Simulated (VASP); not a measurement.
**ZrC2: single point with PBE**

The system is ZrC2.

```
CELL_PARAMETERS angstrom
-3.20945 0.00000 0.00000
0.00000 0.00000 -3.29373
0.00000 -5.55892 0.00000
ATOMIC_POSITIONS crystal
Zr 0.50000 0.00000 0.50000
Zr 0.00000 0.00000 0.00000
C 0.00000 0.50000 0.66667
C 0.50000 0.50000 0.16667
C 0.50000 0.50000 0.83333
C 0.00000 0.50000 0.33333
```

```json
{"Program": "VASP 6.6.1", "Task": "single point", "Functional": "PBE", "Potentials or basis": "VASP PAW PBE potentials, release 64 (Zr_sv, C)", "Cutoff": "520 eV", "k mesh": "6 × 6 × 4", "Occupations": "gaussian, width 0.2 eV", "Spin": "no spin polarisation", "Dipole correction": "no", "Further INCAR settings": "ALGO = Normal; EDIFF = 1e-06; NBANDS = 29"}
```

```
Pressure               : 0.3 GPa
Largest force          : 0.187 eV/Å
Band gap on the k mesh : zero (bands 20 and 21 overlap by 3.12 eV)
```

Forces in eV/Å, atoms in the order of the input:
```
Zr   0.000  0.000  0.000
Zr   0.000  0.000  0.000
C    0.000  0.187  0.000
C    0.000  0.187  0.000
C    0.000 -0.187  0.000
C    0.000 -0.187  0.000
```

Stress tensor (GPa, compression positive):
```
-0.18  0.00  0.00
 0.00  0.39  0.00
 0.00  0.00  0.69
```

Levels at points of the mesh, in eV from the Fermi level:
| k point | band 18 | band 19 | band 20 | band 21 | band 22 | band 23 |
| --- | --- | --- | --- | --- | --- | --- |
| (0.00, 0.00, 0.00) | -3.17 | -2.92 | -0.60 | 1.88 | 1.89 | 1.90 |
| (0.50, 0.00, 0.00) | -2.35 | -1.11 | -1.11 | -0.66 | -0.66 | 3.37 |
| (0.00, 0.50, 0.00) | -2.04 | -1.90 | -1.89 | -0.44 | -0.03 | -0.02 |
| (0.50, 0.50, 0.00) | -4.57 | 0.49 | 0.49 | 3.38 | 3.38 | 3.63 |
| (0.00, 0.00, 0.50) | -3.26 | -0.11 | -0.11 | 0.95 | 0.95 | 1.83 |
| (0.50, 0.00, 0.50) | -4.34 | -0.61 | -0.61 | 1.90 | 1.90 | 2.65 |
| (0.00, 0.50, 0.50) | -3.33 | -1.32 | -1.32 | 1.51 | 1.51 | 1.58 |
| (0.50, 0.50, 0.50) | -4.24 | -0.42 | -0.42 | 3.90 | 3.90 | 4.26 |

It took 30 s on 1 thread of AMD EPYC 9R45 96-Core Processor (Zen 5), on a shared host, peak memory 0.17 GiB.
